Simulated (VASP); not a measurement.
# Sc (P6/mmm) in VASP: single point with PBE

Aim: the single point of Sc with PBE.

Everything below comes from runs of VASP 6.6.1. Logs are shortened: lines on timing, memory, paths and dates and some standing lists are left out, and cuts for length are marked.

### 1 The cell of the first run

The structure is hexagonal, space group P6/mmm (No. 191). Conventional cell: a = 5.319 Å, b = 5.319 Å, c = 3.359 Å, α = 90.00°, β = 90.00°, γ = 120.00°. Sc (site symmetry 6/mmm) has 14 Sc at 3.36 to 3.50 Å within 4.4 Å. Sc (site symmetry -6m2) has 11 Sc at 3.07 to 3.50 Å within 4.0 Å.

This isn't the form of Sc at room conditions, which is hcp.

### 2 Single point, PBE, collinear spin (27.43 Å³/atom)

File INCAR:

```
PREC = Accurate
ENCUT = 520
EDIFF = 1E-6
ISMEAR = -1
SIGMA = 0.05
LREAL = F
LASPH = T
NELM = 150
ALGO = Normal
ISIF = 2
LWAVE = F
LCHARG = F
ISPIN = 2
MAGMOM = 1 1 1
LORBIT = 11
LMAXMIX = 4
GGA = PE
NBANDS = 28
```

File KPOINTS:

```
Automatic mesh
0
Gamma
  8 8 11
```

File POSCAR:

```
Sc
1.0
    5.3185164962      0.0000000000      0.0000000000
   -2.6592582481      4.6059703962      0.0000000000
    0.0000000000      0.0000000000      3.3589184983
Sc
3
Direct
    1.0000000000      0.0000000000      0.0000000000
    0.3333333333      0.6666666667      0.5000000000
    0.6666666667      0.3333333333      0.5000000000
```

Potentials or basis: VASP PAW PBE potentials, release 64 (Sc_sv).

On the command line:

```
$ cat potpaw_PBE.64/Sc_sv/POTCAR > POTCAR
$ mpirun -np 1 vasp_std > vasp.out
```

OUTCAR:

```text
PREC = Accurate
   ENCUT = 520
   EDIFF = 1E-6
   ISMEAR = -1
   LREAL = F
   LASPH = T
   NELM = 150
   ISIF = 2
   ISPIN = 2
   LORBIT = 11
   GGA = PE

 ion  position               nearest neighbor table
   1  0.000  0.000  0.000-
   2  0.333  0.667  0.500-   3 3.07   3 3.07   3 3.07
   3  0.667  0.333  0.500-   2 3.07   2 3.07   2 3.07

  LATTYP: Found a hexagonal cell.
 ALAT       =     5.3185164962
 C/A-ratio  =     0.6315517684

  Lattice vectors:

 A1 = (   5.3185164962,   0.0000000000,   0.0000000000)
 A2 = (  -2.6592582481,   4.6059703962,   0.0000000000)
 A3 = (   0.0000000000,   0.0000000000,   3.3589184983)

Analysis of symmetry for initial positions (statically):
=====================================================================
 Subroutine PRICEL returns:
 Original cell was already a primitive cell.

 Routine SETGRP: Setting up the symmetry group for a
 hexagonal supercell.

 Subroutine GETGRP returns: Found 24 space group operations
 (whereof 24 operations were pure point group operations)
 out of a pool of 24 trial point group operations.

The static configuration has the point symmetry D_6h.

Analysis of symmetry for dynamics (positions and initial velocities):
=====================================================================
 Subroutine PRICEL returns:
 Original cell was already a primitive cell.

 Routine SETGRP: Setting up the symmetry group for a
 hexagonal supercell.

 Subroutine GETGRP returns: Found 24 space group operations
 (whereof 24 operations were pure point group operations)
 out of a pool of 24 trial point group operations.

The dynamic configuration has the point symmetry D_6h.

Analysis of structural, dynamic, and magnetic symmetry:
=====================================================================
 Subroutine PRICEL returns:
 Original cell was already a primitive cell.

 Routine SETGRP: Setting up the symmetry group for a
 hexagonal supercell.

 Subroutine GETGRP returns: Found 24 space group operations
 (whereof 24 operations were pure point group operations)
 out of a pool of 24 trial point group operations.

The overall configuration has the point symmetry D_6h.

 Subroutine INISYM returns: Found 24 space group operations
 (whereof 24 operations are pure point group operations),
 and found     1 'primitive' translations

----------------------------------------------------------------------------------------

                                     Primitive cell

  volume of cell :      82.2832

  direct lattice vectors                    reciprocal lattice vectors
     5.318516496  0.000000000  0.000000000     0.188022356  0.108554758  0.000000000
    -2.659258248  4.605970396  0.000000000     0.000000000  0.217109515  0.000000000
     0.000000000  0.000000000  3.358918498     0.000000000  0.000000000  0.297714875

  length of vectors
     5.318516496  5.318516496  3.358918498     0.217109515  0.217109515  0.297714875

  position of ions in fractional coordinates (direct lattice)
     0.000000000  0.000000000  0.000000000
     0.333333333  0.666666667  0.500000000
     0.666666667  0.333333333  0.500000000

  ion indices of the primitive-cell ions
   primitive index   ion index
                 1           1
                 2           2
                 3           3

----------------------------------------------------------------------------------------

 KPOINTS: Automatic mesh

Automatic generation of k-mesh.
 Grid dimensions read from file:
 generate k-points for:    8    8   11

 Generating k-lattice:

  Cartesian coordinates                     Fractional coordinates (reciprocal lattice)
     0.023502794  0.013569345  0.000000000     0.125000000 -0.000000000  0.000000000
     0.000000000  0.027138689  0.000000000     0.000000000  0.125000000  0.000000000
     0.000000000  0.000000000  0.027064989     0.000000000  0.000000000  0.090909091

  Length of vectors
     0.027138689  0.027138689  0.027064989

  Shift w.r.t. Gamma in fractional coordinates (k-lattice)
     0.000000000  0.000000000  0.000000000

 Subroutine IBZKPT returns following result:
 ===========================================

 Found     60 irreducible k-points:

 Following reciprocal coordinates:
            Coordinates               Weight
  0.000000  0.000000  0.000000      1.000000
  0.125000 -0.000000  0.000000      6.000000
  0.250000 -0.000000  0.000000      6.000000
  0.375000  0.000000  0.000000      6.000000
  0.500000 -0.000000  0.000000      3.000000
  0.125000  0.125000  0.000000      6.000000
[... 16 lines left out ...]
  0.250000 -0.000000  0.181818     12.000000
  0.375000  0.000000  0.181818     12.000000
 [... further k-points ...]
   k-points           NKPTS =     60   k-points in BZ     NKDIM =     60   number of bands    NBANDS=     28
   number of dos      NEDOS =    301   number of ions     NIONS =      3
   total plane-waves  NPLWV =  44800
   dimension x,y,z NGX =    40 NGY =   40 NGZ =   28
   dimension x,y,z NGXF=    80 NGYF=   80 NGZF=   56
   ions per type =               3
   NGX,Y,Z   is equivalent  to a cutoff of  12.50, 12.50, 13.86 a.u.
   NGXF,Y,Z  is equivalent  to a cutoff of  25.01, 25.01, 27.72 a.u.
 SYSTEM =  unknown system
   PREC   = accura    normal or accurate (medium, high low for compatibility)
   ISTART =      0    job   : 0-new  1-cont  2-samecut
   ICHARG =      2    charge: 1-file 2-atom 10-const
   ISPIN  =      2    spin polarized calculation?
   LNONCOLLINEAR =      F non collinear calculations
   LSORBIT =      F    spin-orbit coupling
   LASPH  =      T    aspherical Exc in radial PAW
   ENCUT  =  520.0 eV  38.22 Ry    6.18 a.u.   9.89  9.89  6.25*2*pi/ulx,y,z
   NELM   =    150;   NELMIN=  2; NELMDL= -5     # of ELM steps
   EDIFF  = 0.1E-05   stopping-criterion for ELM
   LREAL  =      F    real-space projection
   EDIFFG = 0.1E-04   stopping-criterion for IOM
   NSW    =      0    number of steps for IOM
   IBRION =     -1    ionic relax: 0-MD 1-quasi-New 2-CG
   NFREE  =      0    steps in history (QN), initial steepest desc. (CG)
   ISIF   =      2    stress and relaxation
   ISYM   =      2    0-nonsym 1-usesym 2-fastsym
   POTIM  = 0.5000    time-step for ionic-motion
   TEBEG  =    0.0;   TEEND  =   0.0 temperature during run
   PSTRESS=    0.0 pullay stress
   NELECT =      33.0000    total number of electrons
   NUPDOWN=      -1.0000    fix difference up-down
   EMIN   =  10.00;   EMAX   =-10.00  energy-range for DOS
   EFERMI =   0.00;   METHOD = LEGACY
   ISMEAR =    -1;   SIGMA  =   0.05  broadening in eV -4-tet -1-fermi 0-gaus
   EFERMI_NEDOS =   21; number of points for ismear=-14 and -15
   IALGO  =     38    algorithm
   IMIX   =      4    mixing-type and parameters
     AMIX     =   0.40;   BMIX     =  1.00
     AMIX_MAG =   1.60;   BMIX_MAG =  1.00
  volume/ion in A,a.u.               =      27.43       185.09
  Fermi-wavevector in a.u.,A,eV,Ry     =   1.207283  2.281434 19.830932  1.457532
  Thomas-Fermi vector in A             =   2.342925
   LORBIT       =     11    0 simple, 1 ext, 2 COOP (PROOUT), +10 PAW based schemes
   GGA     = PE    functional components
   LHFCALC =     F    Hartree Fock is set to
   AEXX    =    0.0000 exact exchange contribution
   IVDW    =     0    specifies the selected vdW correction
   LEPSILON=     F    determine dielectric tensor
   LRPA    =     F    only Hartree local field effects (RPA)
 spin polarized calculation
  energy-cutoff  :      520.00
  volume of cell :       82.28
 maximum number of plane-waves:      2236
 NGX is ok and might be reduce to    40
   NGX = 19   NGY = 19   NGZ = 13

 number of electron      33.0000003 magnetization       0.0012196

 Free energy of the ion-electron system (eV)
  ---------------------------------------------------
  ext. energy  EPLUGINS =         0.00000000
  ---------------------------------------------------
  free energy    TOTEN  =       -18.44978533 eV

  energy without entropy =      -18.39406504  energy(sigma->0) =      -18.42192519

 E-fermi :   3.0424     XC(G=0):  -9.4547

 val. band max:        3.0378922239   @ k =   0.2500   0.1250   0.3636
 cond. band min:       3.0575614131   @ k =   0.2500  -0.0000   0.0909
 fundamental gap:      0.0196691892
 Fermi energy:         3.0423876061

 spin component 1

 k-point     1 :       0.0000    0.0000    0.0000
  band No.  band energies     occupation
      1     -46.6787      1.00000
      2     -46.6332      1.00000
      3     -46.5800      1.00000
      4     -25.3542      1.00000
      5     -25.3542      1.00000
      6     -25.3113      1.00000
[... 20 lines left out ...]
     27       6.5587      0.00000
     28       6.5587      0.00000

 k-point     2 :       0.1250   -0.0000    0.0000
  band No.  band energies     occupation
      1     -46.6776      1.00000
      2     -46.6323      1.00000
      3     -46.5821      1.00000
      4     -25.3731      1.00000
      5     -25.3639      1.00000
      6     -25.2918      1.00000
[... 20 lines left out ...]
     27       6.3966      0.00000
     28       6.5385      0.00000

 k-point     3 :       0.2500   -0.0000    0.0000
  band No.  band energies     occupation
      1     -46.6751      1.00000
      2     -46.6292      1.00000
      3     -46.5878      1.00000
      4     -25.3992      1.00000
      5     -25.3634      1.00000
      6     -25.2641      1.00000
[... 20 lines left out ...]
     27       6.0118      0.00000
     28       6.4759      0.00000

 k-point     4 :       0.3750    0.0000    0.0000
  band No.  band energies     occupation
      1     -46.6727      1.00000
      2     -46.6241      1.00000
      3     -46.5953      1.00000
      4     -25.4174      1.00000
      5     -25.3398      1.00000
      6     -25.2578      1.00000
[... 578 lines left out ...]
     27       6.2830      0.00000
     28       6.4156      0.00000

 k-point    23 :       0.2500   -0.0000    0.1818
  band No.  band energies     occupation
      1     -46.6702      1.00000
      2     -46.6263      1.00000
      3     -46.5840      1.00000
      4     -25.3855      1.00000
      5     -25.3539      1.00000
      6     -25.2678      1.00000
[... 20 lines left out ...]
     27       6.0019      0.00000
     28       6.3836      0.00000

 k-point    24 :       0.3750    0.0000    0.1818
  band No.  band energies     occupation
      1     -46.6685      1.00000
      2     -46.6204      1.00000
      3     -46.5916      1.00000
      4     -25.4015      1.00000
      5     -25.3357      1.00000
      6     -25.2726      1.00000
[... 20 lines left out ...]
     27       6.0501      0.00000
     28       6.4487      0.00000

 [... further k-points ...]

 spin component 2

 k-point     1 :       0.0000    0.0000    0.0000
  band No.  band energies     occupation
      1     -46.6785      1.00000
      2     -46.6332      1.00000
      3     -46.5800      1.00000
      4     -25.3542      1.00000
      5     -25.3542      1.00000
      6     -25.3111      1.00000
[... 20 lines left out ...]
     27       6.5588      0.00000
     28       6.5588      0.00000

 k-point     2 :       0.1250   -0.0000    0.0000
  band No.  band energies     occupation
      1     -46.6774      1.00000
      2     -46.6322      1.00000
      3     -46.5820      1.00000
      4     -25.3730      1.00000
      5     -25.3638      1.00000
      6     -25.2916      1.00000
[... 20 lines left out ...]
     27       6.3968      0.00000
     28       6.5387      0.00000

 k-point     3 :       0.2500   -0.0000    0.0000
  band No.  band energies     occupation
      1     -46.6749      1.00000
      2     -46.6292      1.00000
      3     -46.5877      1.00000
      4     -25.3991      1.00000
      5     -25.3633      1.00000
      6     -25.2639      1.00000
[... 20 lines left out ...]
     27       6.0119      0.00000
     28       6.4760      0.00000

 k-point     4 :       0.3750    0.0000    0.0000
  band No.  band energies     occupation
      1     -46.6725      1.00000
      2     -46.6240      1.00000
      3     -46.5953      1.00000
      4     -25.4173      1.00000
      5     -25.3396      1.00000
      6     -25.2577      1.00000
[... 578 lines left out ...]
     27       6.2832      0.00000
     28       6.4157      0.00000

 k-point    23 :       0.2500   -0.0000    0.1818
  band No.  band energies     occupation
      1     -46.6700      1.00000
      2     -46.6262      1.00000
      3     -46.5839      1.00000
      4     -25.3853      1.00000
      5     -25.3537      1.00000
      6     -25.2676      1.00000
[... 20 lines left out ...]
     27       6.0021      0.00000
     28       6.3838      0.00000

 k-point    24 :       0.3750    0.0000    0.1818
  band No.  band energies     occupation
      1     -46.6683      1.00000
      2     -46.6204      1.00000
      3     -46.5915      1.00000
      4     -25.4014      1.00000
      5     -25.3356      1.00000
      6     -25.2724      1.00000
[... 20 lines left out ...]
     27       6.0503      0.00000
     28       6.4489      0.00000

 [... further k-points ...]
[... 5 lines left out ...]
  --------------------------------------------------------------------------------------
  -------------------------------------------------------------------------------------
  Total       -2.4994521     -2.4994521     -2.6577557     -0.0000000      0.0000000      0.0000000
  in kB      -48.6680885    -48.6680885    -51.7504960     -0.0000000      0.0000000      0.0000000
  external PRESSURE =     -49.6955577 kB  Pullay stress =       0.0000000 kB

 VOLUME and BASIS-vectors are now :
 -----------------------------------------------------------------------------
  energy-cutoff  :      520.00
  volume of cell :       82.28
      direct lattice vectors                 reciprocal lattice vectors
     5.318516496  0.000000000  0.000000000     0.188022356  0.108554758  0.000000000
    -2.659258248  4.605970396  0.000000000     0.000000000  0.217109515  0.000000000
     0.000000000  0.000000000  3.358918498     0.000000000  0.000000000  0.297714875

 POSITION                                       TOTAL-FORCE (eV/Angst)
 -----------------------------------------------------------------------------------
      0.00000      0.00000      0.00000        -0.000000      0.000000     -0.000000
     -0.00000      3.07065      1.67946         0.000000      0.000000     -0.000000
      2.65926      1.53532      1.67946        -0.000000     -0.000000      0.000000
 -----------------------------------------------------------------------------------
    total drift:                               -0.000000      0.000000      0.000000

  FREE ENERGIE OF THE ION-ELECTRON SYSTEM (eV)
  ---------------------------------------------------
  free  energy   TOTEN  =       -18.4497853350 eV

  energy  without entropy=      -18.3940650428  energy(sigma->0) =      -18.42192519

 total charge

# of ion       s       p       d       tot
------------------------------------------
    1        2.239   6.099   0.891   9.229
    2        2.259   6.080   0.980   9.318
    3        2.259   6.080   0.980   9.318
--------------------------------------------------
tot          6.756  18.258   2.851  27.865

 magnetization (x)

# of ion       s       p       d       tot
------------------------------------------
    1        0.000   0.000   0.000   0.000
    2       -0.000   0.000   0.000   0.000
    3       -0.000   0.000   0.000   0.000
--------------------------------------------------
tot         -0.000   0.000   0.000   0.001
```

Run time: 4.3 min. Hardware: 1 thread of Intel Xeon Platinum 8259CL at 2.50GHz (Skylake/Cascade Lake), shared host; peak memory 0.35 GiB.

Results:

```yaml
Free_energy: -18.4498 eV
Pressure: -5.0 GPa
Net_moment: 0.00 μB per cell
Valence_electrons_inside_the_program's_atomic_spheres: Sc 9.23, 9.32 (each value once)
```

Stress tensor (GPa, compression positive):
```
-4.87  0.00  0.00
 0.00 -4.87  0.00
 0.00  0.00 -5.18
```

Levels at points of the mesh, in eV from the Fermi level:
Spin up:
```
           k point  band 12  band 13  band 14  band 15  band 16  band 17  band 18  band 19  band 20  band 21
(0.00, 0.00, 0.00)   -28.13    -4.87    -0.63    -0.06    -0.06    -0.06    -0.06     0.61     1.45     1.82
(0.50, 0.00, 0.00)   -28.14    -3.00    -2.97    -1.44     0.45     0.52     0.58     0.63     0.94     1.27
```
Spin down:
```tsv
k point	band 13	band 14	band 15	band 16	band 17	band 18	band 19	band 20
(0.00, 0.00, 0.00)	-4.86	-0.63	-0.06	-0.06	-0.06	-0.06	0.61	1.45
(0.50, 0.00, 0.00)	-3.00	-2.97	-1.44	0.45	0.52	0.58	0.63	0.94
```

Caveat: the cell stands under tension.
